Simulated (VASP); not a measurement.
# Si2Mo in VASP: notebook

The runs below take Si2Mo through single point, with PBE.

All numbers are computed with VASP 6.6.1; they aren't measurements. Logs are shortened: lines on timing, memory, paths and dates and some standing lists are left out, and cuts for length are marked.

## Step 1: The cell of the first run

The cell holds a sheet with vacuum, 3 atoms: a = 4.377 Å, b = 4.377 Å, c = 23.800 Å, α = 90.00°, β = 90.00°, γ = 120.00°.

## Step 2: Single point, PBE, collinear spin, ferromagnetic start

The input, INCAR:

```
ALGO = Normal ; DIPOL = 0.5 0.5 0.294
EDIFF = 1E-6 ; ENCUT = 520
GGA = PE ; IDIPOL = 3
ISIF = 2 ; ISMEAR = 0
ISPIN = 2 ; LASPH = True
LCHARG = False ; LDIPOL = True
LMAXMIX = 4 ; LORBIT = 11
LREAL = False ; LWAVE = False
MAGMOM = 0 0 1.23 ; NBANDS = 22
NELM = 150 ; PREC = Accurate
SIGMA = 0.1
```

The input, KPOINTS:

```
k-points
0
Gamma
  12 12 1
```

The input, POSCAR:

```
Si2Mo
1.0
    4.3771217232     -0.0000002473      0.0000000000
   -2.1885606474      3.7906987314      0.0000000000
    0.0000000000      0.0000000000     23.8000000000
Si Mo
2 1
Direct
    0.6666666667      0.3333333333      0.2941176471
    0.3333333333      0.6666666667      0.2941176471
    0.0000000000      0.0000000000      0.2941176471
```

Potentials or basis: VASP PAW PBE potentials, release 64 (Si, Mo_sv).

Launch:

```
> cat potpaw_PBE.64/Si/POTCAR potpaw_PBE.64/Mo_sv/POTCAR > POTCAR
> mpirun -np 1 vasp_std > vasp.out
```

OUTCAR:

```text
EDIFF = 1E-6
   ENCUT = 520
   GGA = PE
   ISIF = 2
   ISMEAR = 0
   ISPIN = 2
   LASPH = True
   LORBIT = 11
   LREAL = False
   NELM = 150
   PREC = Accurate

 ion  position               nearest neighbor table
   1  0.667  0.333  0.294-   3 2.53   2 2.53   2 2.53   3 2.53   3 2.53   2 2.53
   2  0.333  0.667  0.294-   3 2.53   1 2.53   1 2.53   3 2.53   3 2.53   1 2.53
   3  0.000  0.000  0.294-   1 2.53   2 2.53   2 2.53   1 2.53   1 2.53   2 2.53

  LATTYP: Found a hexagonal cell.
 ALAT       =     4.3771217232
 C/A-ratio  =     5.4373630676

  Lattice vectors:

 A1 = (   4.3771217232,  -0.0000002473,   0.0000000000)
 A2 = (  -2.1885606474,   3.7906987314,   0.0000000000)
 A3 = (   0.0000000000,   0.0000000000,  23.8000000000)

Analysis of symmetry for initial positions (statically):
=====================================================================
 Subroutine PRICEL returns:
 Original cell was already a primitive cell.

 Routine SETGRP: Setting up the symmetry group for a
 hexagonal supercell.

 Subroutine GETGRP returns: Found 24 space group operations
 (whereof 12 operations were pure point group operations)
 out of a pool of 24 trial point group operations.

The static configuration has the point symmetry C_6v.
 The point group associated with its full space group is D_6h.

Analysis of symmetry for dynamics (positions and initial velocities):
=====================================================================
 Subroutine PRICEL returns:
 Original cell was already a primitive cell.

 Routine SETGRP: Setting up the symmetry group for a
 hexagonal supercell.

 Subroutine GETGRP returns: Found 24 space group operations
 (whereof 12 operations were pure point group operations)
 out of a pool of 24 trial point group operations.

The dynamic configuration has the point symmetry C_6v.
 The point group associated with its full space group is D_6h.

Analysis of structural, dynamic, and magnetic symmetry:
=====================================================================
 Subroutine PRICEL returns:
 Original cell was already a primitive cell.

 Routine SETGRP: Setting up the symmetry group for a
 hexagonal supercell.

 Subroutine GETGRP returns: Found 24 space group operations
 (whereof 12 operations were pure point group operations)
 out of a pool of 24 trial point group operations.

The overall configuration has the point symmetry C_6v.
 The point group associated with its full space group is D_6h.

 Subroutine INISYM returns: Found 24 space group operations
 (whereof 12 operations are pure point group operations),
 and found     1 'primitive' translations

----------------------------------------------------------------------------------------

                                     Primitive cell

  volume of cell :     394.8979

  direct lattice vectors                    reciprocal lattice vectors
     4.377121723 -0.000000247  0.000000000     0.228460641  0.131901795  0.000000000
    -2.188560647  3.790698731  0.000000000     0.000000015  0.263803616  0.000000000
     0.000000000  0.000000000 23.800000000     0.000000000  0.000000000  0.042016807

  length of vectors
     4.377121723  4.377121723 23.800000000     0.263803616  0.263803616  0.042016807

  position of ions in fractional coordinates (direct lattice)
     0.666666667  0.333333333  0.294117647
     0.333333333  0.666666667  0.294117647
     0.000000000  0.000000000  0.294117647

  ion indices of the primitive-cell ions
   primitive index   ion index
                 1           1
                 2           2
                 3           3

----------------------------------------------------------------------------------------

 KPOINTS: k-points

Automatic generation of k-mesh.
 Grid dimensions read from file:
 generate k-points for:   12   12    1

 Generating k-lattice:

  Cartesian coordinates                     Fractional coordinates (reciprocal lattice)
     0.019038387  0.010991816  0.000000000     0.083333333  0.000000000  0.000000000
     0.000000001  0.021983635  0.000000000     0.000000000  0.083333333  0.000000000
     0.000000000  0.000000000  0.042016807     0.000000000  0.000000000  1.000000000

  Length of vectors
     0.021983635  0.021983635  0.042016807

  Shift w.r.t. Gamma in fractional coordinates (k-lattice)
     0.000000000  0.000000000  0.000000000

 Subroutine IBZKPT returns following result:
 ===========================================

 Found     19 irreducible k-points:

 Following reciprocal coordinates:
            Coordinates               Weight
  0.000000  0.000000  0.000000      1.000000
  0.083333 -0.000000  0.000000      6.000000
  0.166667 -0.000000  0.000000      6.000000
  0.250000 -0.000000  0.000000      6.000000
  0.333333 -0.000000  0.000000      6.000000
  0.416667  0.000000  0.000000      6.000000
[... 11 lines left out ...]
  0.333333  0.250000  0.000000     12.000000
  0.333333  0.333333  0.000000      2.000000
   k-points           NKPTS =     19   k-points in BZ     NKDIM =     19   number of bands    NBANDS=     22
   number of dos      NEDOS =    301   number of ions     NIONS =      3
   total plane-waves  NPLWV = 233280
   dimension x,y,z NGX =    36 NGY =   36 NGZ =  180
   dimension x,y,z NGXF=    72 NGYF=   72 NGZF=  360
   ions per type =               2   1
   NGX,Y,Z   is equivalent  to a cutoff of  13.67, 13.67, 12.57 a.u.
   NGXF,Y,Z  is equivalent  to a cutoff of  27.35, 27.35, 25.15 a.u.
 SYSTEM =  unknown system
   PREC   = accura    normal or accurate (medium, high low for compatibility)
   ISTART =      0    job   : 0-new  1-cont  2-samecut
   ICHARG =      2    charge: 1-file 2-atom 10-const
   ISPIN  =      2    spin polarized calculation?
   LNONCOLLINEAR =      F non collinear calculations
   LSORBIT =      F    spin-orbit coupling
   LASPH  =      T    aspherical Exc in radial PAW
   ENCUT  =  520.0 eV  38.22 Ry    6.18 a.u.   8.14  8.14 44.25*2*pi/ulx,y,z
   NELM   =    150;   NELMIN=  2; NELMDL= -5     # of ELM steps
   EDIFF  = 0.1E-05   stopping-criterion for ELM
   LREAL  =      F    real-space projection
   EDIFFG = 0.1E-04   stopping-criterion for IOM
   NSW    =      0    number of steps for IOM
   IBRION =     -1    ionic relax: 0-MD 1-quasi-New 2-CG
   NFREE  =      0    steps in history (QN), initial steepest desc. (CG)
   ISIF   =      2    stress and relaxation
   ISYM   =      2    0-nonsym 1-usesym 2-fastsym
   POTIM  = 0.5000    time-step for ionic-motion
   TEBEG  =    0.0;   TEEND  =   0.0 temperature during run
   PSTRESS=    0.0 pullay stress
   NELECT =      22.0000    total number of electrons
   NUPDOWN=      -1.0000    fix difference up-down
   EMIN   =  10.00;   EMAX   =-10.00  energy-range for DOS
   EFERMI =   0.00;   METHOD = LEGACY
   ISMEAR =     0;   SIGMA  =   0.10  broadening in eV -4-tet -1-fermi 0-gaus
   EFERMI_NEDOS =   21; number of points for ismear=-14 and -15
   IALGO  =     38    algorithm
   IMIX   =      4    mixing-type and parameters
     AMIX     =   0.40;   BMIX     =  1.00
     AMIX_MAG =   1.60;   BMIX_MAG =  1.00
  volume/ion in A,a.u.               =     131.63       888.30
  Fermi-wavevector in a.u.,A,eV,Ry     =   0.625251  1.181552  5.319039  0.390938
  Thomas-Fermi vector in A             =   1.686091
   LORBIT       =     11    0 simple, 1 ext, 2 COOP (PROOUT), +10 PAW based schemes
   GGA     = PE    functional components
   LHFCALC =     F    Hartree Fock is set to
   AEXX    =    0.0000 exact exchange contribution
   IVDW    =     0    specifies the selected vdW correction
   LEPSILON=     F    determine dielectric tensor
   LRPA    =     F    only Hartree local field effects (RPA)
 spin polarized calculation
 Gauss-broadening in eV      SIGMA  =   0.10
  energy-cutoff  :      520.00
  volume of cell :      394.90
 maximum number of plane-waves:     10679
 NGX is ok and might be reduce to    36
   NGX = 17   NGY = 17   NGZ = 89

 dipolmoment           0.000000      0.000000      0.000001 electrons x Angstroem

 number of electron      22.0000002 magnetization       1.7199816

 dipolmoment           0.000000      0.000000     -0.000003 electrons x Angstroem

 Free energy of the ion-electron system (eV)
  ---------------------------------------------------
  ext. energy  EPLUGINS =         0.00000000
  ---------------------------------------------------
  free energy    TOTEN  =       -18.43695707 eV

  energy without entropy =      -18.42887331  energy(sigma->0) =      -18.43291519

 E-fermi :  -2.8735     XC(G=0):  -2.0557

 val. band max:       -2.8987411784   @ k =   0.2500   0.1667   0.0000
 cond. band min:      -2.8272162810   @ k =   0.1667   0.0833   0.0000
 fundamental gap:      0.0715248974
 Fermi energy:        -2.8734946888

 spin component 1

 k-point     1 :       0.0000    0.0000    0.0000
  band No.  band energies     occupation
      1     -63.5207      1.00000
      2     -37.9415      1.00000
      3     -37.6405      1.00000
      4     -37.6405      1.00000
      5     -13.6207      1.00000
      6      -7.6023      1.00000
[... 448 lines left out ...]
      5     -10.8491      1.00000
      6     -10.8491      1.00000
[... 14 lines left out ...]
     21       4.6537      0.00000
     22       4.8037      0.00000
 Fermi energy:        -2.8734946888

 spin component 2

 k-point     1 :       0.0000    0.0000    0.0000
  band No.  band energies     occupation
      1     -62.6432      1.00000
      2     -36.8704      1.00000
      3     -36.8704      1.00000
      4     -36.5478      1.00000
      5     -13.5950      1.00000
      6      -7.3918      1.00000
[... 449 lines left out ...]
      6     -10.8579      1.00000
[... 14 lines left out ...]
     21       4.9153      0.00000
     22       4.9154      0.00000

------------------------ aborting loop because EDIFF is reached ----------------------------------------

 vacuum level on the upper side and lower side of the slab       (xc-potential included)        -0.111        -0.118

  FORCE on cell =-STRESS in cart. coord.  units (eV):
  Direction    XX          YY          ZZ          XY          YZ          ZX
  --------------------------------------------------------------------------------------
  -------------------------------------------------------------------------------------
  Total        0.0350394      0.0350394     -0.0100606      0.0000000      0.0000000      0.0000000
  in kB        0.1421618      0.1421618     -0.0408178      0.0000000      0.0000000      0.0000000
  external PRESSURE =       0.0811686 kB  Pullay stress =       0.0000000 kB

 VOLUME and BASIS-vectors are now :
 -----------------------------------------------------------------------------
  energy-cutoff  :      520.00
  volume of cell :      394.90
      direct lattice vectors                 reciprocal lattice vectors
     4.377121723 -0.000000247  0.000000000     0.228460641  0.131901795  0.000000000
    -2.188560647  3.790698731  0.000000000     0.000000015  0.263803616  0.000000000
     0.000000000  0.000000000 23.800000000     0.000000000  0.000000000  0.042016807

 POSITION                                       TOTAL-FORCE (eV/Angst)
 -----------------------------------------------------------------------------------
      2.18856      1.26357      7.00000        -0.000000     -0.000000      0.000000
      0.00000      2.52713      7.00000         0.000000     -0.000000      0.000000
      0.00000      0.00000      7.00000        -0.000000      0.000000     -0.000000
 -----------------------------------------------------------------------------------
    total drift:                                0.000000      0.000000     -0.000011

  FREE ENERGIE OF THE ION-ELECTRON SYSTEM (eV)
  ---------------------------------------------------
  free  energy   TOTEN  =       -18.4369570732 eV

  energy  without entropy=      -18.4288733135  energy(sigma->0) =      -18.43291519

 vacuum level on the upper side and lower side of the slab         1.670         1.669

 total charge

# of ion       s       p       d       tot
------------------------------------------
    1        0.780   0.835   0.000   1.615
    2        0.780   0.835   0.000   1.615
    3        2.324   6.113   4.134  12.571
--------------------------------------------------
tot          3.884   7.783   4.134  15.801

 magnetization (x)

# of ion       s       p       d       tot
------------------------------------------
    1       -0.009  -0.032   0.000  -0.041
    2       -0.009  -0.032   0.000  -0.041
    3        0.059   0.017   1.344   1.420
--------------------------------------------------
tot          0.042  -0.047   1.344   1.339
```

Run time: 7.8 min. Hardware: 1 thread of Intel Xeon 6975P-C (Granite Rapids), shared host; peak memory 0.86 GiB.

Results:

* Free energy: -18.4370 eV
* Net moment: 1.72 μB per cell
* Site moments: Si -0.04; Mo +1.42 μB
* Valence electrons inside the program's atomic spheres: Si 1.61; Mo 12.57

## Step 3: Single point, PBE, collinear spin, ferromagnetic start

The input, INCAR:

```
  ALGO = Normal
  DIPOL = 0.5 0.5 0.294
  EDIFF = 1E-7
  ENCUT = 520
  GGA = PE
  IDIPOL = 3
  ISIF = 2
  ISMEAR = 0
  ISPIN = 2
  LASPH = True
  LCHARG = False
  LDIPOL = True
  LMAXMIX = 4
  LORBIT = 11
  LREAL = False
  LWAVE = False
  MAGMOM = 0 0 1.26
  NBANDS = 22
  NELM = 150
  PREC = Accurate
  SIGMA = 0.1
```

KPOINTS is that of step 2.

POSCAR is that of step 2.

Potentials or basis: VASP PAW PBE potentials, release 64 (Si, Mo_sv).

Launch:

```
> cat potpaw_PBE.64/Si/POTCAR potpaw_PBE.64/Mo_sv/POTCAR > POTCAR
> mpirun -np 1 vasp_std > vasp.out
```

Wall time 9.5 min (1 thread of Intel Xeon 6975P-C (Granite Rapids), shared host); peak memory 0.87 GiB.

It converged, with:

| Property | Result |
| --- | --- |
| Free energy | -18.4370 eV |
| Net moment | 1.72 μB per cell |
| Site moments | Si -0.04; Mo +1.42 μB |
| Valence electrons inside the program's atomic spheres | Si 1.61; Mo 12.57 |

Levels at points of the mesh, in eV from the Fermi level:
Spin up:
| k point | band 9 | band 10 | band 11 | band 12 | band 13 | band 14 | band 15 | band 16 |
| --- | --- | --- | --- | --- | --- | --- | --- | --- |
| (0.00, 0.00, 0.00) | -1.72 | -0.91 | -0.50 | -0.50 | 1.84 | 1.84 | 3.92 | 4.17 |
| (0.50, 0.00, 0.00) | -2.66 | -1.66 | -0.82 | -0.46 | 0.27 | 2.98 | 3.45 | 4.87 |
Spin down:
```csv
k point,band 8,band 9,band 10,band 11,band 12,band 13
"(0.00, 0.00, 0.00)",-2.59,-1.84,0.64,0.64,0.67,2.02
"(0.50, 0.00, 0.00)",-2.40,-2.30,-1.14,0.21,0.33,1.41
```
